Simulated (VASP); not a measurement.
A run of VASP 6.6.1 is set up as follows.

The input INCAR:

```
SYSTEM = GaAs
  PREC = Accurate
  ENCUT = 520
  EDIFF = 1E-6
  ISMEAR = -1
  SIGMA = 0.08
  LREAL = .FALSE.
  LASPH = .TRUE.
  NELM = 150
  ALGO = Normal
  ISIF = 2
  LWAVE = .FALSE.
  LCHARG = .FALSE.
  MAGMOM = 0 0 0 0 0 0
  LORBIT = 11
  LSORBIT = .TRUE.
  GGA_COMPAT = .FALSE.
  LORBMOM = .TRUE.
  GGA = PE
  NBANDS = 30
```

The input KPOINTS:

```
Automatic mesh
0
G
  10 10 10
  0 0 0
```

The input POSCAR:

```
GaAs
1.0
    0.0000000000      2.8268500000      2.8268500000
    2.8268500000      0.0000000000      2.8268500000
    2.8268500000      2.8268500000      0.0000000000
Ga As
1 1
Direct
    0.0000000000      0.0000000000      0.0000000000
    0.7500000000      0.7500000000      0.7500000000
```

Potentials or basis: VASP PAW PBE potentials, release 64 (Ga_d, As).

Launch:

```bash
$ cat potpaw_PBE.64/Ga_d/POTCAR potpaw_PBE.64/As/POTCAR > POTCAR
$ mpirun -np 1 vasp_ncl > vasp.out
```

Question: What does it give for the net moment?

Answer: 0.00 μB per cell.

Question: Estimate the pressure.

Answer: 3.5 GPa.

Moments on the atoms (μB; x, y, z):
```
Ga  0.00 0.00 0.00
As  0.00 0.00 0.00
```

Caveat: the cell stands under pressure.
